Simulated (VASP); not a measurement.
Set up this calculation in VASP 6.6.1, as the native input.

```
Task                               : single point
Functional                         : PBE-based screened hybrid with 10 % exact exchange
Potentials or basis                : VASP PAW PBE potentials, release 64 (K_sv, Cl)
Cutoff                             : 520 eV
k mesh                             : 4 × 4 × 4
Occupations                        : gaussian, width 0.01 eV
Spin                               : no spin polarisation
Dipole correction                  : no
Grid for exact exchange (PRECFOCK) : Normal
Share of exact exchange            : 0.1
Further INCAR settings             : ALGO = Normal; EDIFF = 1e-06; NBANDS = 15
Screening parameter                : 0.3 1/Å
```

KCl:

```xyz
2
Lattice="3.7708 0.0000 0.0000 0.0000 3.7708 0.0000 0.0000 0.0000 3.7708" Properties=species:S:1:pos:R:3 pbc="T T T"
K     0.0000    0.0000    0.0000
Cl    1.8854    1.8854    1.8854
```

One way to write it, as run:

POSCAR

```
KCl
1.0
    3.7708086043      0.0000000000      0.0000000000
    0.0000000000      3.7708086043      0.0000000000
    0.0000000000      0.0000000000      3.7708086043
K Cl
1 1
Direct
    0.0000000000      0.0000000000      0.0000000000
    0.5000000000      0.5000000000      0.5000000000
```

INCAR.step1

```
SYSTEM = KCl
PREC = Accurate ; ENCUT = 520
EDIFF = 1E-5 ; ISMEAR = 0
SIGMA = 0.01 ; LREAL = .False.
LASPH = .True. ; NELM = 80
ALGO = Normal ; ISIF = 2
LWAVE = .True. ; GGA = PE
NBANDS = 15
```

INCAR.step2

```
SYSTEM = KCl
PREC = Accurate ; ENCUT = 520
EDIFF = 1E-6 ; ISMEAR = 0
SIGMA = 0.01 ; LREAL = .False.
LASPH = .True. ; NELM = 80
ALGO = Normal ; ISIF = 2
LWAVE = .False. ; LCHARG = .True.
GGA = PE ; LHFCALC = .True.
AEXX = 0.1 ; HFSCREEN = 0.3
PRECFOCK = Normal ; LELF = .True.
LVHAR = .True. ; ISTART = 1
NBANDS = 15
```

KPOINTS

```
Automatic mesh
0
Gamma
  4 4 4
  0 0 0
```

Potentials or basis: VASP PAW PBE potentials, release 64 (K_sv, Cl).

Run with:

```console
$ cat potpaw_PBE.64/K_sv/POTCAR potpaw_PBE.64/Cl/POTCAR > POTCAR
$ cp INCAR.step1 INCAR
$ mpirun -np 1 vasp_std > vasp.out
$ cp INCAR.step2 INCAR
$ mpirun -np 1 vasp_std > vasp.out
```

It gave:

| Property | Result |
| --- | --- |
| Pressure | 1.0 GPa |
| Band gap on the k mesh | 5.46 eV (least direct gap 5.68 eV) |

Caveat: the PAW data sets were made with another functional, which shifts forces and pressure a little.

Wall time 2.9 min on 1 thread of Intel(R) Xeon(R) Platinum 8375C CPU @ 2.90GHz (Ice Lake), on a shared host, peak memory 0.26 GiB.
